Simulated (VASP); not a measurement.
# TeW (F-43m) in VASP: notebook, part 2 of 2

VASP 6.6.1. The steps go on from the part before.

### Step 4. Single point, PBE, collinear spin, ferromagnetic start

INCAR

```
PREC = Accurate
ENCUT = 520
EDIFF = 1E-6
ISMEAR = 0
SIGMA = 0.1
LREAL = False
LASPH = True
NELM = 150
ALGO = Normal
ISIF = 2
LWAVE = False
LCHARG = False
ISPIN = 2
MAGMOM = 1 0
LORBIT = 11
LMAXMIX = 4
GGA = PE
NBANDS = 21
```

KPOINTS

```
regular mesh
0
Gamma
  12 12 12
```

POSCAR

```
TeW
1.0
    0.0000000000      3.0618296945      3.0618296945
    3.0618296945      0.0000000000      3.0618296945
    3.0618296945      3.0618296945      0.0000000000
W Te
1 1
Direct
    0.0000000000      0.0000000000      0.0000000000
    0.2500000000      0.2500000000      0.2500000000
```

Potentials or basis: VASP PAW PBE potentials, release 64 (W_sv, Te).

Started as:

```
$ cat potpaw_PBE.64/W_sv/POTCAR potpaw_PBE.64/Te/POTCAR > POTCAR
$ mpirun -np 1 vasp_std > vasp.out
```

OUTCAR:

```text
PREC = Accurate
   ENCUT = 520
   EDIFF = 1E-6
   ISMEAR = 0
   LREAL = False
   LASPH = True
   NELM = 150
   ISIF = 2
   ISPIN = 2
   LORBIT = 11
   GGA = PE

 ion  position               nearest neighbor table
   1  0.000  0.000  0.000-   2 2.65   2 2.65   2 2.65   2 2.65
   2  0.250  0.250  0.250-   1 2.65   1 2.65   1 2.65   1 2.65

  LATTYP: Found a face centered cubic cell.
 ALAT       =     6.1236593890

  Lattice vectors:

 A1 = (   0.0000000000,   3.0618296945,   3.0618296945)
 A2 = (   3.0618296945,   0.0000000000,   3.0618296945)
 A3 = (   3.0618296945,   3.0618296945,   0.0000000000)

Analysis of symmetry for initial positions (statically):
=====================================================================
 Subroutine PRICEL returns:
 Original cell was already a primitive cell.

 Routine SETGRP: Setting up the symmetry group for a
 face centered cubic supercell.

 Subroutine GETGRP returns: Found 24 space group operations
 (whereof 24 operations were pure point group operations)
 out of a pool of 48 trial point group operations.

[... 763 lines left out ...]
 spin component 2

 k-point     1 :       0.0000    0.0000    0.0000
  band No.  band energies     occupation
      1     -67.3569      1.00000
      2     -31.5261      1.00000
      3     -31.5261      1.00000
      4     -31.5261      1.00000
      5      -6.5742      1.00000
      6       2.3435      1.00000
[... 565 lines left out ...]
     20      17.6534      0.00000
     21      20.1829      0.00000

 [... further k-points ...]
[... 5 lines left out ...]
  --------------------------------------------------------------------------------------
  -------------------------------------------------------------------------------------
  Total       -0.0020275     -0.0020275     -0.0020275      0.0000000     -0.0000000      0.0000000
  in kB       -0.0565854     -0.0565854     -0.0565854      0.0000000     -0.0000000      0.0000000
  external PRESSURE =      -0.0565854 kB  Pullay stress =       0.0000000 kB

 VOLUME and BASIS-vectors are now :
 -----------------------------------------------------------------------------
  energy-cutoff  :      520.00
  volume of cell :       57.41
      direct lattice vectors                 reciprocal lattice vectors
     0.000000000  3.061829695  3.061829695    -0.163301049  0.163301049  0.163301049
     3.061829695  0.000000000  3.061829695     0.163301049 -0.163301049  0.163301049
     3.061829695  3.061829695  0.000000000     0.163301049  0.163301049 -0.163301049

 POSITION                                       TOTAL-FORCE (eV/Angst)
 -----------------------------------------------------------------------------------
      0.00000      0.00000      0.00000        -0.000000     -0.000000     -0.000000
      1.53091      1.53091      1.53091         0.000000      0.000000      0.000000
 -----------------------------------------------------------------------------------
    total drift:                               -0.000000     -0.000000     -0.000000

  FREE ENERGIE OF THE ION-ELECTRON SYSTEM (eV)
  ---------------------------------------------------
  free  energy   TOTEN  =       -13.2170435099 eV

  energy  without entropy=      -13.2040940302  energy(sigma->0) =      -13.21056877

 total charge

# of ion       s       p       d       tot
------------------------------------------
    1        2.329   6.130   3.497  11.956
    2        1.321   2.053   0.135   3.510
--------------------------------------------------
tot          3.650   8.184   3.632  15.466

 magnetization (x)

# of ion       s       p       d       tot
------------------------------------------
    1        0.039   0.014   1.047   1.100
    2       -0.008  -0.050   0.025  -0.032
--------------------------------------------------
tot          0.030  -0.035   1.073   1.068
```

It took 2.3 min on 1 thread of Intel Xeon Platinum 8259CL at 2.50GHz (Skylake/Cascade Lake), shared host; peak memory 0.29 GiB.

What came out:

```
Free energy                                           : -13.2170 eV
Pressure                                              : 0.0 GPa
Net moment                                            : 1.40 μB per cell
Site moments                                          : W +1.10; Te -0.03 μB
Valence electrons inside the program's atomic spheres : W 11.96; Te 3.51
```

Levels at points of the mesh, in eV from the Fermi level:
Spin up:
```tsv
k point	band 8	band 9	band 10	band 11	band 12	band 13	band 14	band 15
(0.00, 0.00, 0.00)	-4.24	-0.95	-0.95	1.21	4.25	4.25	4.25	5.55
(0.50, 0.00, 0.00)	-3.97	-0.68	-0.68	-0.58	1.90	1.90	2.97	7.40
(0.50, 0.50, 0.00)	-3.42	-1.50	-1.08	-0.44	0.34	0.34	5.34	5.57
```
Spin down:
| k point | band 7 | band 8 | band 9 | band 10 | band 11 | band 12 |
| --- | --- | --- | --- | --- | --- | --- |
| (0.00, 0.00, 0.00) | -3.98 | -3.98 | 0.15 | 0.15 | 1.50 | 4.54 |
| (0.50, 0.00, 0.00) | -3.67 | -3.67 | -0.04 | 0.34 | 0.34 | 2.30 |
| (0.50, 0.50, 0.00) | -3.25 | -3.25 | -1.11 | -0.16 | 0.76 | 0.86 |

Caveat: spin-orbit coupling is left out, which moves the levels of the heavy elements.

### Step 5. Single point, r2SCAN, collinear spin, ferromagnetic start

POSCAR is that of step 4.

INCAR.step1

```
PREC     = Accurate       # precision mode
ENCUT    = 520            # plane-wave cutoff, eV
ISMEAR   = 0              # smearing method
SIGMA    = 0.1            # smearing width, eV
LREAL    = F              # projectors in reciprocal space
LASPH    = T              # aspherical terms in the spheres
NELM     = 150            # most SCF steps
ISPIN    = 2              # spin polarisation
MAGMOM   = 1 0            # initial moments
LMAXMIX  = 4              # l up to which the mixer works
NBANDS   = 21             # bands
GGA      = PE             # functional
ALGO     = Normal         # electronic algorithm
EDIFF    = 1E-4           # SCF threshold, eV
LWAVE    = T              # write WAVECAR
LCHARG   = F              # write CHGCAR
```

INCAR.step2

```
PREC     = Accurate       # precision mode
ENCUT    = 520            # plane-wave cutoff, eV
EDIFF    = 1E-6           # SCF threshold, eV
ISMEAR   = 0              # smearing method
SIGMA    = 0.1            # smearing width, eV
LREAL    = F              # projectors in reciprocal space
LASPH    = T              # aspherical terms in the spheres
NELM     = 150            # most SCF steps
ALGO     = Normal         # electronic algorithm
ISIF     = 2              # what is computed and relaxed
LWAVE    = F              # write WAVECAR
LCHARG   = F              # write CHGCAR
ISPIN    = 2              # spin polarisation
MAGMOM   = 1 0            # initial moments
LORBIT   = 11             # projections on sites
LMAXMIX  = 4              # l up to which the mixer works
METAGGA  = R2SCAN         # meta-GGA
LMIXTAU  = T            
NBANDS   = 21             # bands
ISTART   = 1
```

KPOINTS

```
Automatic mesh
0
Gamma
  12 12 12
```

Started as:

```
$ cat potpaw_PBE.64/W_sv/POTCAR potpaw_PBE.64/Te/POTCAR > POTCAR
$ cp INCAR.step1 INCAR
$ mpirun -np 1 vasp_std > vasp.out
$ cp INCAR.step2 INCAR
$ mpirun -np 1 vasp_std > vasp.out
```

It took 6.1 min on 1 thread of Intel Xeon Platinum 8259CL at 2.50GHz (Skylake/Cascade Lake), shared host; peak memory 0.31 GiB.

It converged, with:

```
Free energy                                           : -74.0058 eV
Pressure                                              : -1.2 GPa
Net moment                                            : 1.51 μB per cell
Site moments                                          : W +1.23; Te -0.06 μB
Valence electrons inside the program's atomic spheres : W 11.94; Te 3.56
```

Levels at points of the mesh, in eV from the Fermi level:
Spin up:
| k point | band 8 | band 9 | band 10 | band 11 | band 12 | band 13 | band 14 | band 15 |
| --- | --- | --- | --- | --- | --- | --- | --- | --- |
| (0.00, 0.00, 0.00) | -4.67 | -1.62 | -1.62 | 1.37 | 4.32 | 4.32 | 4.32 | 5.53 |
| (0.50, 0.00, 0.00) | -4.45 | -1.25 | -1.25 | -0.75 | 1.85 | 1.85 | 3.06 | 7.44 |
| (0.50, 0.50, 0.00) | -3.86 | -1.64 | -1.64 | -1.10 | 0.23 | 0.23 | 5.44 | 5.54 |
Spin down:
| k point | band 5 | band 6 | band 7 | band 8 | band 9 | band 10 | band 11 | band 12 | band 13 | band 14 |
| --- | --- | --- | --- | --- | --- | --- | --- | --- | --- | --- |
| (0.00, 0.00, 0.00) | -13.67 | -4.47 | -4.47 | -4.47 | 0.32 | 0.32 | 1.82 | 4.56 | 4.56 | 4.56 |
| (0.50, 0.00, 0.00) | -12.84 | -5.86 | -4.12 | -4.12 | -0.11 | 0.48 | 0.48 | 2.26 | 2.26 | 3.54 |
| (0.50, 0.50, 0.00) | -12.54 | -6.12 | -3.73 | -3.73 | -1.27 | -0.01 | 0.77 | 0.77 | 1.03 | 5.88 |

Caveat: the PAW data sets were made with another functional, which shifts forces and pressure a little; spin-orbit coupling is left out, which moves the levels of the heavy elements.
